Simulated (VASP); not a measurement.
# SiC (rocksalt type) (Fm-3m) in VASP: further runs

SiC (rocksalt type) is run at these levels: PBEsol; tasks: relaxation of cell and atoms, single point.

All numbers are computed with VASP 6.6.1; they aren't measurements. Logs are shortened: lines on timing, memory, paths and dates and some standing lists are left out, and cuts for length are marked.

**1. The cell of the first run**

It takes space group Fm-3m (No. 225, cubic). The conventional cell has a = 4.309 Å, b = 4.309 Å, c = 4.309 Å, α = 90.00°, β = 90.00°, γ = 90.00°. Si (site symmetry m-3m) has 6 C at 2.15 Å within 2.9 Å. C (site symmetry m-3m) has 6 Si at 2.15 Å within 2.9 Å.

**2. Relaxation of cell and atoms, PBEsol**

INCAR

```
SYSTEM = SiC
PREC = Accurate
ENCUT = 600
EDIFF = 1E-6
ISMEAR = -1
SIGMA = 0.08
LREAL = .False.
LASPH = .True.
NELM = 100
ALGO = Normal
ISIF = 3
LWAVE = .False.
LCHARG = .False.
GGA = PS
IBRION = 2
NSW = 60
EDIFFG = -0.005
```

KPOINTS

```
regular mesh
0
Gamma
  17 17 17
  0 0 0
```

POSCAR

```
SiC
1.0
    0.0000000000      2.1544346900      2.1544346900
    2.1544346900      0.0000000000      2.1544346900
    2.1544346900      2.1544346900      0.0000000000
Si C
1 1
Direct
    0.0000000000      0.0000000000      0.0000000000
    0.5000000000      0.5000000000      0.5000000000
```

Potentials or basis: VASP PAW PBE potentials, release 64 (Si, C).

Command:

```
$ cat potpaw_PBE.64/Si/POTCAR potpaw_PBE.64/C/POTCAR > POTCAR
$ mpirun -np 1 vasp_std > vasp.out
```

OUTCAR:

```text
SYSTEM = SiC
   PREC = Accurate
   ENCUT = 600
   EDIFF = 1E-6
   ISMEAR = -1
   LREAL = .False.
   LASPH = .True.
   NELM = 100
   ISIF = 3
   GGA = PS
   IBRION = 2
   NSW = 60
   EDIFFG = -0.005

 ion  position               nearest neighbor table
   1  0.000  0.000  0.000-   2 2.15   2 2.15   2 2.15   2 2.15   2 2.15   2 2.15
   2  0.500  0.500  0.500-   1 2.15   1 2.15   1 2.15   1 2.15   1 2.15   1 2.15

  LATTYP: Found a face centered cubic cell.
 ALAT       =     4.3088693800

  Lattice vectors:

 A1 = (   0.0000000000,   2.1544346900,   2.1544346900)
 A2 = (   2.1544346900,   0.0000000000,   2.1544346900)
 A3 = (   2.1544346900,   2.1544346900,   0.0000000000)

Analysis of symmetry for initial positions (statically):
=====================================================================
 Subroutine PRICEL returns:
 Original cell was already a primitive cell.

 Routine SETGRP: Setting up the symmetry group for a
 face centered cubic supercell.

 Subroutine GETGRP returns: Found 48 space group operations
 (whereof 48 operations were pure point group operations)
 out of a pool of 48 trial point group operations.

The static configuration has the point symmetry O_h .

Analysis of symmetry for dynamics (positions and initial velocities):
=====================================================================
 Subroutine PRICEL returns:
 Original cell was already a primitive cell.

 Routine SETGRP: Setting up the symmetry group for a
 face centered cubic supercell.

 Subroutine GETGRP returns: Found 48 space group operations
 (whereof 48 operations were pure point group operations)
 out of a pool of 48 trial point group operations.

The dynamic configuration has the point symmetry O_h .

 Subroutine INISYM returns: Found 48 space group operations
 (whereof 48 operations are pure point group operations),
 and found     1 'primitive' translations

----------------------------------------------------------------------------------------

                                     Primitive cell

  volume of cell :      20.0000

  direct lattice vectors                    reciprocal lattice vectors
     0.000000000  2.154434690  2.154434690    -0.232079442  0.232079442  0.232079442
     2.154434690  0.000000000  2.154434690     0.232079442 -0.232079442  0.232079442
     2.154434690  2.154434690  0.000000000     0.232079442  0.232079442 -0.232079442

  length of vectors
     3.046830758  3.046830758  3.046830758     0.401973384  0.401973384  0.401973384

  position of ions in fractional coordinates (direct lattice)
     0.000000000  0.000000000  0.000000000
     0.500000000  0.500000000  0.500000000

  ion indices of the primitive-cell ions
   primitive index   ion index
                 1           1
                 2           2

----------------------------------------------------------------------------------------
[... 62 lines left out ...]
   ISTART =      0    job   : 0-new  1-cont  2-samecut
   ICHARG =      2    charge: 1-file 2-atom 10-const
   ISPIN  =      1    spin polarized calculation?
   LNONCOLLINEAR =      F non collinear calculations
   LSORBIT =      F    spin-orbit coupling
   LASPH  =      T    aspherical Exc in radial PAW
   ENCUT  =  600.0 eV  44.10 Ry    6.64 a.u.   6.09  6.09  6.09*2*pi/ulx,y,z
   NELM   =    100;   NELMIN=  2; NELMDL= -5     # of ELM steps
   EDIFF  = 0.1E-05   stopping-criterion for ELM
   LREAL  =      F    real-space projection
   EDIFFG = -.5E-02   stopping-criterion for IOM
   NSW    =     60    number of steps for IOM
   IBRION =      2    ionic relax: 0-MD 1-quasi-New 2-CG
   NFREE  =      1    steps in history (QN), initial steepest desc. (CG)
   ISIF   =      3    stress and relaxation
   ISYM   =      2    0-nonsym 1-usesym 2-fastsym
   POTIM  = 0.5000    time-step for ionic-motion
   TEBEG  =    0.0;   TEEND  =   0.0 temperature during run
   PSTRESS=    0.0 pullay stress
   NELECT =       8.0000    total number of electrons
   NUPDOWN=      -1.0000    fix difference up-down
   EMIN   =  10.00;   EMAX   =-10.00  energy-range for DOS
   EFERMI =   0.00;   METHOD = LEGACY
   ISMEAR =    -1;   SIGMA  =   0.08  broadening in eV -4-tet -1-fermi 0-gaus
   EFERMI_NEDOS =   21; number of points for ismear=-14 and -15
   IALGO  =     38    algorithm
   IMIX   =      4    mixing-type and parameters
     AMIX     =   0.40;   BMIX     =  1.00
     AMIX_MAG =   1.60;   BMIX_MAG =  1.00
  volume/ion in A,a.u.               =      10.00        67.48
  Fermi-wavevector in a.u.,A,eV,Ry     =   1.206225  2.279434 19.796173  1.454978
  Thomas-Fermi vector in A             =   2.341898
   LORBIT       =      0    0 simple, 1 ext, 2 COOP (PROOUT), +10 PAW based schemes
   GGA     = PS    functional components
   LHFCALC =     F    Hartree Fock is set to
   AEXX    =    0.0000 exact exchange contribution
   IVDW    =     0    specifies the selected vdW correction
   LEPSILON=     F    determine dielectric tensor
   LRPA    =     F    only Hartree local field effects (RPA)
 conjugate gradient relaxation of ions
 non-spin polarized calculation
  energy-cutoff  :      600.00
  volume of cell :       20.00
 maximum number of plane-waves:       682
   NGX = 13   NGY = 13   NGZ = 13

--------------------------------------- Ionic step        1  -------------------------------------------

 number of electron       8.0000000 magnetization

 Free energy of the ion-electron system (eV)
  ---------------------------------------------------
  ext. energy  EPLUGINS =         0.00000000
  ---------------------------------------------------
  free energy    TOTEN  =       -14.17653545 eV

  energy without entropy =      -14.16322270  energy(sigma->0) =      -14.16987908

 E-fermi :   9.5100     XC(G=0): -11.9736

 val. band max:        9.4779650313   @ k =   0.1176   0.0588   0.0000
 cond. band min:       9.5142678800   @ k =   0.1765   0.1176   0.0588
 fundamental gap:      0.0363028487
 Fermi energy:         9.5099578242

 k-point     1 :       0.0000    0.0000    0.0000
  band No.  band energies     occupation
      1      -6.7815      2.00000
      2       9.6407      0.32650
      3       9.6407      0.32650
      4       9.6407      0.32650
      5      14.1100      0.00000
      6      18.4400      0.00000
      7      18.4400      0.00000
      8      18.4400      0.00000
[... 432 lines left out ...]
--------------------------------------- Ionic step        6  -------------------------------------------

 number of electron       8.0000000 magnetization

 Free energy of the ion-electron system (eV)
  ---------------------------------------------------
  ext. energy  EPLUGINS =         0.00000000
  ---------------------------------------------------
  free energy    TOTEN  =       -14.61114186 eV

  energy without entropy =      -14.60539689  energy(sigma->0) =      -14.60826937

 E-fermi :  12.4828     XC(G=0): -12.8316

 val. band max:       12.4590515826   @ k =  -0.1765   0.1176   0.0000
 cond. band min:      12.5133882795   @ k =   0.0000   0.0000   0.0000
 fundamental gap:      0.0543366969
 Fermi energy:        12.4828100502

 k-point     1 :       0.0000    0.0000    0.0000
  band No.  band energies     occupation
      1      -6.0890      2.00000
      2      12.5134      0.81118
      3      12.5134      0.81118
      4      12.5134      0.81118
      5      20.1913      0.00000
      6      21.3734      0.00000
      7      21.3734      0.00000
      8      21.3734      0.00000
[... 282 lines left out ...]
  FREE ENERGIE OF THE ION-ELECTRON SYSTEM (eV)
  ---------------------------------------------------
  free  energy   TOTEN  =       -14.6111418581 eV

  energy  without entropy=      -14.6053968875  energy(sigma->0) =      -14.60826937

 reached required accuracy - stopping structural energy minimisation
```

OSZICAR:

```text
N       E                     dE             d eps       ncg     rms          rms(c)
DAV:   1     0.394134553566E+01    0.39413E+01   -0.45154E+03  2808   0.959E+02
DAV:   2    -0.148784543181E+02   -0.18820E+02   -0.17915E+02  3904   0.103E+02
DAV:   3    -0.152051972922E+02   -0.32674E+00   -0.32535E+00  3128   0.164E+01
[... 42 lines left out ...]
       N       E                     dE             d eps       ncg     rms          rms(c)
DAV:   1    -0.146111485625E+02   -0.30581E-04   -0.44876E-04  3920   0.191E-01    0.238E-02
DAV:   2    -0.146111432117E+02    0.53508E-05   -0.11999E-05  3408   0.238E-02    0.114E-02
DAV:   3    -0.146111419859E+02    0.12257E-05   -0.13197E-06  2768   0.923E-03    0.322E-03
DAV:   4    -0.146111418581E+02    0.12779E-06   -0.23155E-07  1384   0.353E-03
   6 F= -.14611142E+02 E0= -.14608269E+02  d E =-.383755E-04
```

Run time: 66 s. Hardware: 1 thread of AMD EPYC 7R13 (Zen 3), shared host; peak memory 0.13 GiB.

Results:

- Free energy: -14.6111 eV
- Relaxed volume: 8.22 Å³/atom
- Relaxed cell: a = 2.854 Å, b = 2.854 Å, c = 2.854 Å, α = 60.00°, β = 60.00°, γ = 60.00°
- Space group after relaxing (to 0.05 Å): Fm-3m (No. 225)
- Energy gained by relaxing: 217.3 meV/atom
- Ionic steps: 6
- Pressure after relaxing: 0.0 GPa
- Band gap on the k mesh: zero (band 4 reaches 12.58 eV, above the bottom of band 5 at 11.68 eV)

Step by step:
```csv
step,energy change (eV),largest force (eV/Å),pressure (GPa),volume (Å³)
1,0.0000,0.0000,-32.67,20.00
2,-0.2451,0.0000,37.91,14.66
3,-0.4345,0.0000,-0.58,16.47
4,-0.4346,0.0000,0.44,16.40
5,-0.4346,0.0000,-0.34,16.46
6,-0.4346,0.0000,0.00,16.43
```

Final structure:
```cif
data_structure
_symmetry_space_group_name_H-M 'P 1'
_symmetry_Int_Tables_number 1
_cell_length_a 2.8537
_cell_length_b 2.8537
_cell_length_c 2.8537
_cell_angle_alpha 60.000
_cell_angle_beta 60.000
_cell_angle_gamma 60.000
_cell_volume 16.43
loop_
_atom_site_label
_atom_site_type_symbol
_atom_site_fract_x
_atom_site_fract_y
_atom_site_fract_z
_atom_site_occupancy
Si1 Si 0.00000 0.00000 0.00000 1
C1 C 0.50000 0.50000 0.50000 1
```

Caveat: the volume moved by over 15 % at a fixed basis, so the end points are rough; the PAW data sets were made with another functional, which shifts forces and pressure a little.

(Part 1 of 2 ends here.)
